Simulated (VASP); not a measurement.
# ScIn4 (P-43m) in VASP: notebook

The runs below take ScIn4 through single point, relaxation of cell and atoms, with PBE.

Program: VASP 6.6.1. These are calculated values, not measurements. Logs are shortened: lines on timing, memory, paths and dates and some standing lists are left out, and cuts for length are marked.

## Step 1: The cell of the first run

The structure is cubic, space group P-43m (No. 215). The conventional cell has a = 5.402 Å, b = 5.402 Å, c = 5.402 Å, α = 90.00°, β = 90.00°, γ = 90.00°. Sc (site symmetry -43m) has 4 In at 2.81 Å within 3.7 Å. Within 3.7 Å of In (site symmetry 3m) lie 1 Sc at 2.81 Å and 3 In at 3.05 Å.

The cell was generated, and may not be a known phase.

## Step 2: Single point, PBE, collinear spin

Contents of INCAR:

```
SYSTEM = ScIn4
PREC = Accurate ; ENCUT = 520
EDIFF = 1E-7 ; ISMEAR = 0
SIGMA = 0.1 ; LREAL = .FALSE.
LASPH = .TRUE. ; NELM = 150
ALGO = Fast ; ISIF = 2
LWAVE = .FALSE. ; LCHARG = .FALSE.
ISPIN = 2 ; MAGMOM = 1 0 0 0 0
LORBIT = 11 ; LMAXMIX = 4
GGA = PE ; NBANDS = 44
```

Contents of KPOINTS:

```
Automatic mesh
0
G
  4 4 4
  0 0 0
```

Contents of POSCAR:

```
ScIn4
1.0
    5.4021786878      0.0000000000      0.0000000000
    0.0000000000      5.4021786878      0.0000000000
    0.0000000000      0.0000000000      5.4021786878
Sc In
1 4
Direct
    0.5000000000      0.5000000000      0.5000000000
    0.8003140833      0.8003140833      0.8003140833
    0.1996859167      0.1996859167      0.8003140833
    0.1996859167      0.8003140833      0.1996859167
    0.8003140833      0.1996859167      0.1996859167
```

Potentials or basis: VASP PAW PBE potentials, release 64 (Sc_sv, In_d).

On the command line:

```sh
> cat potpaw_PBE.64/Sc_sv/POTCAR potpaw_PBE.64/In_d/POTCAR > POTCAR
> mpirun -np 1 vasp_std > vasp.out
```

OUTCAR:

```text
SYSTEM = ScIn4
   PREC = Accurate
   ENCUT = 520
   EDIFF = 1E-7
   ISMEAR = 0
   LREAL = .FALSE.
   LASPH = .TRUE.
   NELM = 150
   ISIF = 2
   ISPIN = 2
   LORBIT = 11
   GGA = PE

 ion  position               nearest neighbor table
   1  0.500  0.500  0.500-   2 2.81   3 2.81   4 2.81   5 2.81
   2  0.800  0.800  0.800-   1 2.81   3 3.05   4 3.05   5 3.05   4 3.90   5 3.90   3 3.90   5 3.90
                             3 3.90   4 3.90
   3  0.200  0.200  0.800-   1 2.81   2 3.05   4 3.05   5 3.05   2 3.90   5 3.90   2 3.90   4 3.90
                             4 3.90   5 3.90
   4  0.200  0.800  0.200-   1 2.81   2 3.05   3 3.05   5 3.05   2 3.90   5 3.90   2 3.90   3 3.90
                             3 3.90   5 3.90
   5  0.800  0.200  0.200-   1 2.81   2 3.05   3 3.05   4 3.05   2 3.90   4 3.90   2 3.90   3 3.90
                             3 3.90   4 3.90

  LATTYP: Found a simple cubic cell.
 ALAT       =     5.4021786878

  Lattice vectors:

 A1 = (   5.4021786878,   0.0000000000,   0.0000000000)
 A2 = (   0.0000000000,   5.4021786878,   0.0000000000)
 A3 = (   0.0000000000,   0.0000000000,   5.4021786878)

Analysis of symmetry for initial positions (statically):
=====================================================================
 Subroutine PRICEL returns:
 Original cell was already a primitive cell.

 Routine SETGRP: Setting up the symmetry group for a
 simple cubic supercell.

 Subroutine GETGRP returns: Found 24 space group operations
 (whereof 24 operations were pure point group operations)
 out of a pool of 48 trial point group operations.

The static configuration has the point symmetry T_d .

Analysis of symmetry for dynamics (positions and initial velocities):
=====================================================================
 Subroutine PRICEL returns:
 Original cell was already a primitive cell.

 Routine SETGRP: Setting up the symmetry group for a
 simple cubic supercell.

 Subroutine GETGRP returns: Found 24 space group operations
 (whereof 24 operations were pure point group operations)
 out of a pool of 48 trial point group operations.

The dynamic configuration has the point symmetry T_d .

Analysis of structural, dynamic, and magnetic symmetry:
=====================================================================
 Subroutine PRICEL returns:
 Original cell was already a primitive cell.

 Routine SETGRP: Setting up the symmetry group for a
 simple cubic supercell.
[... 126 lines left out ...]
   LRPA    =     F    only Hartree local field effects (RPA)
 spin polarized calculation
 RMM-DIIS sequential band-by-band and
 Gauss-broadening in eV      SIGMA  =   0.10
  energy-cutoff  :      520.00
  volume of cell :      157.65
 maximum number of plane-waves:      4272
   NGX = 21   NGY = 21   NGZ = 21

 number of electron      62.9999966 magnetization      -0.0000095

 number of electron      62.9999966 magnetization       0.0000015

 Free energy of the ion-electron system (eV)
  ---------------------------------------------------
  ext. energy  EPLUGINS =         0.00000000
  ---------------------------------------------------
  free energy    TOTEN  =       -15.32405626 eV

  energy without entropy =      -15.30603125  energy(sigma->0) =      -15.31504375

 E-fermi :   4.6582     XC(G=0):  -9.1708

 val. band max:        4.6074189912   @ k =   0.5000   0.0000   0.0000
 cond. band min:       4.7240365213   @ k =   0.2500   0.2500   0.2500
 fundamental gap:      0.1166175301
 Fermi energy:         4.6581826856

 spin component 1

 k-point     1 :       0.0000    0.0000    0.0000
  band No.  band energies     occupation
      1     -45.3185      1.00000
      2     -23.9655      1.00000
      3     -23.9655      1.00000
      4     -23.9655      1.00000
      5      -9.9090      1.00000
      6      -9.7551      1.00000
[... 449 lines left out ...]
     42      11.2435      0.00000
     43      11.4672      0.00000
 Fermi energy:         4.6581826856

 spin component 2

 k-point     1 :       0.0000    0.0000    0.0000
  band No.  band energies     occupation
      1     -45.3185      1.00000
      2     -23.9655      1.00000
      3     -23.9655      1.00000
      4     -23.9655      1.00000
      5      -9.9090      1.00000
      6      -9.7551      1.00000
[... 449 lines left out ...]
     42      11.2225      0.00000
     43      11.4554      0.00000
 [bands above 43 left out]

------------------------ aborting loop because EDIFF is reached ----------------------------------------

  FORCE on cell =-STRESS in cart. coord.  units (eV):
  Direction    XX          YY          ZZ          XY          YZ          ZX
  --------------------------------------------------------------------------------------
  -------------------------------------------------------------------------------------
  Total        0.2984254      0.2984254      0.2984254      0.0000000      0.0000000     -0.0000000
  in kB        3.0327700      3.0327700      3.0327700      0.0000000      0.0000000     -0.0000000
  external PRESSURE =       3.0327700 kB  Pullay stress =       0.0000000 kB

 VOLUME and BASIS-vectors are now :
 -----------------------------------------------------------------------------
  energy-cutoff  :      520.00
  volume of cell :      157.65
      direct lattice vectors                 reciprocal lattice vectors
     5.402178688  0.000000000  0.000000000     0.185110500  0.000000000  0.000000000
     0.000000000  5.402178688  0.000000000     0.000000000  0.185110500  0.000000000
     0.000000000  0.000000000  5.402178688     0.000000000  0.000000000  0.185110500

 POSITION                                       TOTAL-FORCE (eV/Angst)
 -----------------------------------------------------------------------------------
      2.70109      2.70109      2.70109         0.000000      0.000000      0.000000
      4.32344      4.32344      4.32344         0.027988      0.027988      0.027988
      1.07874      1.07874      4.32344        -0.027988     -0.027988      0.027988
      1.07874      4.32344      1.07874        -0.027988      0.027988     -0.027988
      4.32344      1.07874      1.07874         0.027988     -0.027988     -0.027988
 -----------------------------------------------------------------------------------
    total drift:                               -0.000000     -0.000000     -0.000000

  FREE ENERGIE OF THE ION-ELECTRON SYSTEM (eV)
  ---------------------------------------------------
  free  energy   TOTEN  =       -15.3240562569 eV

  energy  without entropy=      -15.3060312492  energy(sigma->0) =      -15.31504375

 total charge

# of ion       s       p       d       tot
------------------------------------------
    1        2.225   6.085   1.045   9.355
    2        1.010   0.544   9.831  11.385
    3        1.010   0.544   9.831  11.385
    4        1.010   0.544   9.831  11.385
    5        1.010   0.544   9.831  11.385
--------------------------------------------------
tot          6.267   8.260  40.368  54.895

 magnetization (x)

# of ion       s       p       d       tot
------------------------------------------
    1        0.000   0.000  -0.000  -0.000
    2       -0.000   0.000   0.000  -0.000
    3       -0.000   0.000   0.000  -0.000
    4       -0.000   0.000   0.000  -0.000
    5       -0.000   0.000   0.000  -0.000
--------------------------------------------------
tot         -0.000   0.000   0.000  -0.000
```

OSZICAR:

```text
N       E                     dE             d eps       ncg     rms          rms(c)
DAV:   1     0.750228356802E+03    0.75023E+03   -0.29135E+04  1760   0.180E+03
DAV:   2     0.752989180275E+02   -0.67493E+03   -0.65944E+03  1800   0.512E+02
[... 16 lines left out ...]
RMM:  19    -0.153240555238E+02   -0.59533E-06   -0.10401E-05  2063   0.113E-02    0.309E-03
RMM:  20    -0.153240559618E+02   -0.43804E-06   -0.58645E-06  1986   0.759E-03    0.317E-03
RMM:  21    -0.153240561267E+02   -0.16492E-06   -0.33347E-06  1944   0.608E-03    0.159E-03
RMM:  22    -0.153240562299E+02   -0.10319E-06   -0.18502E-06  1840   0.474E-03    0.115E-03
RMM:  23    -0.153240562755E+02   -0.45528E-07   -0.10911E-06  1759   0.349E-03    0.149E-03
RMM:  24    -0.153240562569E+02    0.18598E-07   -0.62765E-07  1626   0.294E-03
   1 F= -.15324056E+02 E0= -.15315044E+02  d E =-.180250E-01  mag=     0.0000
```

Run time: 4 min. Hardware: 1 thread of AMD EPYC 7R13 (Zen 3), shared host; peak memory 0.3 GiB.

Results:

```yaml
Free_energy: -15.3241 eV
Pressure: 0.3 GPa
Largest_force: 0.048 eV/Å
Net_moment: 0.00 μB per cell
Valence_electrons_inside_the_program's_atomic_spheres: Sc 9.36; In 11.38
```

Forces in eV/Å, atoms in the order of the input:
```
Sc   0.000  0.000  0.000
In   0.028  0.028  0.028
In  -0.028 -0.028  0.028
In  -0.028  0.028 -0.028
In   0.028 -0.028 -0.028
```

Caveat: spin-orbit coupling is left out, which moves the levels of the heavy elements.

## Step 3: Relaxation of cell and atoms, PBE

Contents of INCAR:

```
SYSTEM = ScIn4
PREC     = Accurate       ! precision mode
ENCUT    = 600            ! plane-wave cutoff, eV
EDIFF    = 1E-6           ! SCF threshold, eV
ISMEAR   = 0              ! smearing method
SIGMA    = 0.1            ! smearing width, eV
LREAL    = .False.        ! projectors in reciprocal space
LASPH    = .True.         ! aspherical terms in the spheres
NELM     = 80             ! most SCF steps
ALGO     = Fast           ! electronic algorithm
ISIF     = 3              ! what is computed and relaxed
LWAVE    = .False.        ! write WAVECAR
LCHARG   = .False.        ! write CHGCAR
GGA      = PE             ! functional
IBRION   = 2              ! ionic algorithm
NSW      = 100            ! ionic steps
EDIFFG   = -0.01          ! ionic threshold
```

Contents of KPOINTS:

```
regular mesh
0
Gamma
  8 8 8
  0 0 0
```

POSCAR is that of step 2.

Potentials or basis: VASP PAW PBE potentials, release 64 (Sc_sv, In_d).

On the command line:

```sh
> cat potpaw_PBE.64/Sc_sv/POTCAR potpaw_PBE.64/In_d/POTCAR > POTCAR
> mpirun -np 1 vasp_std > vasp.out
```

Run time: 21 min. Hardware: 1 thread of AMD EPYC 7R13 (Zen 3), shared host; peak memory 0.45 GiB.

Results (log left out):

```
Free energy                           : -15.3326 eV
Relaxed volume                        : 31.95 Å³/atom
Relaxed cell                          : a = 5.426 Å, b = 5.426 Å, c = 5.426 Å, α = 90.00°, β = 90.00°, γ = 90.00°
Space group after relaxing (to 0.1 Å) : P-43m (No. 215)
Energy gained by relaxing             : 0.6 meV/atom
Ionic steps                           : 4
Pressure after relaxing               : 0.0 GPa
Largest force after relaxing          : 0.004 eV/Å
Band gap on the k mesh                : zero (an odd number of electrons rules out a gap without spin polarisation)
```

Forces on the atoms (eV/Å):
```
Sc   0.000  0.000  0.000
In   0.003  0.003  0.003
In  -0.003 -0.003  0.003
In  -0.003  0.003 -0.003
In   0.003 -0.003 -0.003
```

Step by step:
```csv
step,energy change (eV),largest force (eV/Å),pressure (GPa),volume (Å³)
1,0.0000,0.0306,0.46,157.65
2,-0.0031,0.0157,0.00,159.74
3,-0.0031,0.0125,-0.01,159.79
4,-0.0032,0.0044,0.00,159.77
```

Final structure:
```
Sc In
1.0
     5.42623    0.00000    0.00000
     0.00000    5.42623    0.00000
     0.00000    0.00000    5.42623
Sc In
1 4
Cartesian
  2.7131 2.7131 2.7131
  4.3439 4.3439 4.3439
  1.0823 1.0823 4.3439
  1.0823 4.3439 1.0823
  4.3439 1.0823 1.0823
```

Levels at points of the mesh, in eV from the Fermi level:
```
           k point  band 30  band 31  band 32  band 33  band 34  band 35
(0.00, 0.00, 0.00)    -1.46    -1.46     0.89     0.89     0.89     2.06
(0.50, 0.00, 0.00)    -0.23    -0.09     0.17     0.66     0.66     0.74
(0.50, 0.50, 0.00)    -0.77    -0.48    -0.48     1.12     1.31     1.36
(0.50, 0.50, 0.50)    -1.96    -1.96    -1.87     1.36     1.36     1.53
```

Caveat: spin-orbit coupling is left out, which moves the levels of the heavy elements.

The gap in the log of VASP goes by the Fermi energy; the results here count the filled bands.